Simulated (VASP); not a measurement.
# SrO (Fm-3m) in VASP: single point with PBE

Aim: the single point of SrO with PBE.

Everything below comes from runs of VASP 6.6.1. Logs are shortened: lines on timing, memory, paths and dates and some standing lists are left out, and cuts for length are marked.

**1. The cell of the first run**

It takes space group Fm-3m (No. 225, cubic). Conventional cell: a = 5.133 Å, b = 5.133 Å, c = 5.133 Å, α = 90.00°, β = 90.00°, γ = 90.00°. Sr (site symmetry m-3m) has 6 O at 2.57 Å within 3.4 Å. Within 3.4 Å of O (site symmetry m-3m) lie 6 Sr at 2.57 Å.

**2. Single point, PBE**

The input, INCAR:

```
PREC = Accurate
ENCUT = 600
EDIFF = 1E-6
ISMEAR = 0
SIGMA = 0.01
LREAL = False
LASPH = True
NELM = 120
ALGO = Normal
ISIF = 2
LWAVE = False
LCHARG = False
GGA = PE
NBANDS = 15
GGA_COMPAT = False
```

The input, KPOINTS:

```
Automatic mesh
0
Gamma
  5 5 5
```

The input, POSCAR:

```
SrO
1.0
    0.0000000000      2.5663000000      2.5663000000
    2.5663000000      0.0000000000      2.5663000000
    2.5663000000      2.5663000000      0.0000000000
Sr O
1 1
Direct
    0.5000000000      0.5000000000      0.5000000000
    0.0000000000      0.0000000000      0.0000000000
```

Potentials or basis: VASP PAW PBE potentials, release 64 (Sr_sv, O).

The run is started by

```console
cat potpaw_PBE.64/Sr_sv/POTCAR potpaw_PBE.64/O/POTCAR > POTCAR
mpirun -np 1 vasp_std > vasp.out
```

OUTCAR:

```text
PREC = Accurate
   ENCUT = 600
   EDIFF = 1E-6
   ISMEAR = 0
   LREAL = False
   LASPH = True
   NELM = 120
   ISIF = 2
   GGA = PE

 ion  position               nearest neighbor table
   1  0.500  0.500  0.500-   2 2.57   2 2.57   2 2.57   2 2.57   2 2.57   2 2.57
   2  0.000  0.000  0.000-   1 2.57   1 2.57   1 2.57   1 2.57   1 2.57   1 2.57

  LATTYP: Found a face centered cubic cell.
 ALAT       =     5.1326000000

  Lattice vectors:

 A1 = (   0.0000000000,   2.5663000000,   2.5663000000)
 A2 = (   2.5663000000,   0.0000000000,   2.5663000000)
 A3 = (   2.5663000000,   2.5663000000,   0.0000000000)

Analysis of symmetry for initial positions (statically):
=====================================================================
 Subroutine PRICEL returns:
 Original cell was already a primitive cell.

 Routine SETGRP: Setting up the symmetry group for a
 face centered cubic supercell.

 Subroutine GETGRP returns: Found 48 space group operations
 (whereof 48 operations were pure point group operations)
 out of a pool of 48 trial point group operations.

The static configuration has the point symmetry O_h .

Analysis of symmetry for dynamics (positions and initial velocities):
=====================================================================
 Subroutine PRICEL returns:
 Original cell was already a primitive cell.

 Routine SETGRP: Setting up the symmetry group for a
 face centered cubic supercell.

 Subroutine GETGRP returns: Found 48 space group operations
 (whereof 48 operations were pure point group operations)
 out of a pool of 48 trial point group operations.

The dynamic configuration has the point symmetry O_h .

 Subroutine INISYM returns: Found 48 space group operations
 (whereof 48 operations are pure point group operations),
 and found     1 'primitive' translations

----------------------------------------------------------------------------------------

                                     Primitive cell

  volume of cell :      33.8028

  direct lattice vectors                    reciprocal lattice vectors
     0.000000000  2.566300000  2.566300000    -0.194833028  0.194833028  0.194833028
     2.566300000  0.000000000  2.566300000     0.194833028 -0.194833028  0.194833028
     2.566300000  2.566300000  0.000000000     0.194833028  0.194833028 -0.194833028

  length of vectors
     3.629296265  3.629296265  3.629296265     0.337460704  0.337460704  0.337460704

  position of ions in fractional coordinates (direct lattice)
     0.500000000  0.500000000  0.500000000
     0.000000000  0.000000000  0.000000000

  ion indices of the primitive-cell ions
   primitive index   ion index
                 1           1
                 2           2

[... 72 lines left out ...]
   EFERMI_NEDOS =   21; number of points for ismear=-14 and -15
   IALGO  =     38    algorithm
   IMIX   =      4    mixing-type and parameters
     AMIX     =   0.40;   BMIX     =  1.00
     AMIX_MAG =   1.60;   BMIX_MAG =  1.00
  volume/ion in A,a.u.               =      16.90       114.06
  Fermi-wavevector in a.u.,A,eV,Ry     =   1.275843  2.410995 22.147245  1.627777
  Thomas-Fermi vector in A             =   2.408533
   LORBIT       =      0    0 simple, 1 ext, 2 COOP (PROOUT), +10 PAW based schemes
   GGA     = PE    functional components
   LHFCALC =     F    Hartree Fock is set to
   AEXX    =    0.0000 exact exchange contribution
   IVDW    =     0    specifies the selected vdW correction
   LEPSILON=     F    determine dielectric tensor
   LRPA    =     F    only Hartree local field effects (RPA)
 non-spin polarized calculation
 Gauss-broadening in eV      SIGMA  =   0.01
  energy-cutoff  :      600.00
  volume of cell :       33.80
 maximum number of plane-waves:      1143
 NGX is ok and might be reduce to    30
   NGX = 15   NGY = 15   NGZ = 15

 number of electron      15.9999997 magnetization

 Free energy of the ion-electron system (eV)
  ---------------------------------------------------
  ext. energy  EPLUGINS =         0.00000000
  ---------------------------------------------------
  free energy    TOTEN  =       -12.03813894 eV

  energy without entropy =      -12.03813894  energy(sigma->0) =      -12.03813894

 E-fermi :   1.7577     XC(G=0): -10.0519

 val. band max:        1.6894957364   @ k =   0.0000   0.0000   0.0000
 cond. band min:       5.1388026856   @ k =   0.4000   0.4000   0.0000
 fundamental gap:      3.4493069492
 Fermi energy:         1.7577434505

 k-point     1 :       0.0000    0.0000    0.0000
  band No.  band energies     occupation
      1     -30.6811      2.00000
      2     -13.4075      2.00000
      3     -12.3132      2.00000
      4     -12.3132      2.00000
      5     -12.3132      2.00000
      6       1.6895      2.00000
      7       1.6895      2.00000
      8       1.6895      2.00000
      9       5.7122      0.00000
     10       7.9119      0.00000
     11       7.9119      0.00000
     12       7.9119      0.00000
     13      10.0915      0.00000
     14      10.0915      0.00000
[... 149 lines left out ...]
      2     -14.2836      2.00000
      3     -12.8598      2.00000
      4     -12.7880      2.00000
      5     -11.7154      2.00000
      6       0.5048      2.00000
      7       0.9837      2.00000
      8       1.2916      2.00000
      9       6.9978      0.00000
     10       8.7475      0.00000
     11      10.4540      0.00000
     12      12.0817      0.00000
     13      12.8720      0.00000
     14      14.6752      0.00000
     15      15.5889      0.00000

------------------------ aborting loop because EDIFF is reached ----------------------------------------

  FORCE on cell =-STRESS in cart. coord.  units (eV):
  Direction    XX          YY          ZZ          XY          YZ          ZX
  --------------------------------------------------------------------------------------
  -------------------------------------------------------------------------------------
  Total        0.8095831      0.8095831      0.8095831     -0.0000000     -0.0000000      0.0000000
  in kB       38.3724689     38.3724689     38.3724689     -0.0000000     -0.0000000      0.0000000
  external PRESSURE =      38.3724689 kB  Pullay stress =       0.0000000 kB

 VOLUME and BASIS-vectors are now :
 -----------------------------------------------------------------------------
  energy-cutoff  :      600.00
  volume of cell :       33.80
      direct lattice vectors                 reciprocal lattice vectors
     0.000000000  2.566300000  2.566300000    -0.194833028  0.194833028  0.194833028
     2.566300000  0.000000000  2.566300000     0.194833028 -0.194833028  0.194833028
     2.566300000  2.566300000  0.000000000     0.194833028  0.194833028 -0.194833028

 POSITION                                       TOTAL-FORCE (eV/Angst)
 -----------------------------------------------------------------------------------
      2.56630      2.56630      2.56630         0.000000      0.000000      0.000000
      0.00000      0.00000      0.00000        -0.000000     -0.000000     -0.000000
 -----------------------------------------------------------------------------------
    total drift:                               -0.000000      0.000000      0.000000

  FREE ENERGIE OF THE ION-ELECTRON SYSTEM (eV)
  ---------------------------------------------------
  free  energy   TOTEN  =       -12.0381389384 eV

  energy  without entropy=      -12.0381389384  energy(sigma->0) =      -12.03813894
```

OSZICAR:

```text
N       E                     dE             d eps       ncg     rms          rms(c)
DAV:   1     0.677088689182E+02    0.67709E+02   -0.87250E+03   300   0.115E+03
DAV:   2    -0.106180168028E+02   -0.78327E+02   -0.71711E+02   427   0.223E+02
DAV:   3    -0.141425831154E+02   -0.35246E+01   -0.35122E+01   410   0.410E+01
DAV:   4    -0.142414143911E+02   -0.98831E-01   -0.98821E-01   396   0.496E+00
DAV:   5    -0.142417502405E+02   -0.33585E-03   -0.33585E-03   364   0.307E-01    0.166E+01
DAV:   6    -0.121841739916E+02    0.20576E+01   -0.66467E+00   307   0.195E+01    0.196E+01
DAV:   7    -0.120473366199E+02    0.13684E+00   -0.29162E-01   335   0.483E+00    0.114E+01
DAV:   8    -0.120361244715E+02    0.11212E-01   -0.11936E-01   370   0.343E+00    0.442E-01
DAV:   9    -0.120375104776E+02   -0.13860E-02   -0.55959E-03   395   0.479E-01    0.233E-01
DAV:  10    -0.120379832967E+02   -0.47282E-03   -0.47407E-04   328   0.204E-01    0.847E-02
DAV:  11    -0.120381213381E+02   -0.13804E-03   -0.13364E-04   314   0.866E-02    0.266E-02
DAV:  12    -0.120381386812E+02   -0.17343E-04   -0.27516E-05   314   0.388E-02    0.225E-02
DAV:  13    -0.120381389384E+02   -0.25727E-06   -0.14287E-06   319   0.104E-02
   1 F= -.12038139E+02 E0= -.12038139E+02  d E =-.800283E-24
```

stdout:

```text
POSCAR found type information on POSCAR SrO
 POSCAR found :  2 types and       2 ions
 scaLAPACK will be used
 LDA part: xc-table for (Slater+PW92), standard interpolation
 POSCAR, INCAR and KPOINTS ok, starting setup
 FFT: planning ... GRIDC
 FFT: planning ... GRID_SOFT
 FFT: planning ... GRID
 WAVECAR not read
 entering main loop
```

It took 5 s on 1 thread of Intel Xeon Platinum 8559C (Emerald Rapids), shared host; peak memory 0.16 GiB.

What came out:

```yaml
Free_energy: -12.0381 eV
Pressure: 3.8 GPa
Band_gap_on_the_k_mesh: 3.45 eV, indirect (least direct gap 3.56 eV)
```

Levels at points of the mesh, in eV from the valence-band top:
| k point | band 4 | band 5 | band 6 | band 7 | band 8 | band 9 | band 10 | band 11 | band 12 | band 13 |
| --- | --- | --- | --- | --- | --- | --- | --- | --- | --- | --- |
| (0.00, 0.00, 0.00) | -14.00 | -14.00 | 0.00 | 0.00 | 0.00 | 4.02 | 6.22 | 6.22 | 6.22 | 8.40 |

Caveat: the k points lie up to 0.42 Å⁻¹ apart. A k mesh can miss the band edges.
